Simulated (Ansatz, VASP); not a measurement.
# Two plane-wave programs on Al

The input INCAR:

```
SYSTEM = Al
ALGO = Normal
EDIFF = 1E-7
ENCUT = 520
GGA = RE
ISIF = 2
ISMEAR = -1
LASPH = .TRUE.
LCHARG = .FALSE.
LREAL = .FALSE.
LWAVE = .FALSE.
NBANDS = 12
NELM = 80
PREC = Accurate
SIGMA = 0.1
```

KPOINTS

```
k-points
0
G
  9 9 12
  0 0 0
```

Contents of POSCAR:

```
Al
1.0
    4.4129242302      0.0000000000      0.0000000000
   -2.2064621151      3.8217044883      0.0000000000
    0.0000000000      0.0000000000      2.7313802145
Al
3
Direct
    0.0000000000      0.0000000000      0.0000000000
    0.3333333333      0.6666666667      0.5000000000
    0.6666666667      0.3333333333      0.5000000000
```

Input for Ansatz:

```yaml
crystal:
  lattice:
    - [4.4129242302, 0.0, 0.0]
    - [-2.2064621151, 3.8217044883, 0.0]
    - [0.0, 0.0, 2.7313802145]
  atoms:
    - { symbol: Al, position: [0.0, 0.0, 0.0] }
    - { symbol: Al, position: [0.3333333333, 0.6666666667, 0.5] }
    - { symbol: Al, position: [0.6666666667, 0.3333333333, 0.5] }
hamiltonian:
  xc: revpbe
  pseudopotentials:
    kind: paw
    azcp:
      Al: "pseudopotentials/Al.paw.azcp"
basis:
  ecutwfc: 420
  fft_grid_basis: typed
kpoints:
  mp_grid: { grid: [9, 9, 12], shift: [0, 0, 0] }
magnetization:
  spin_polarized: false
scf:
  occupations: { method: fermi_dirac, width: 0.1 }
  lower_state_search: "off"
output:
  stress: true
  write_density: true
  write_potential: true
  elf: true
  volumetric_format: npy
```

Alike in both runs: task single point; functional revPBE; k mesh 9 × 9 × 12; occupations fermi-dirac, width 0.1 eV; no spin polarisation.

```csv
,VASP,Ansatz
version,VASP 6.6.1,Ansatz 0.2.0
potentials or method,"VASP PAW PBE potentials, release 64 (Al), cutoff 520 eV","plane waves (420 eV) with PAW, scalar-relativistic"
valence electrons in the cell,9,9
```

```tsv
	VASP	Ansatz	Ansatz less VASP
pressure (GPa)	11.1	11.3	+0.19
traceless stress, the component that is largest in VASP (GPa)	-2.32	-2.35	-0.023
```

VASP's potentials were made for PBE, not for revPBE. The functional is the same, so the differences come from potentials, cutoffs and numerics.
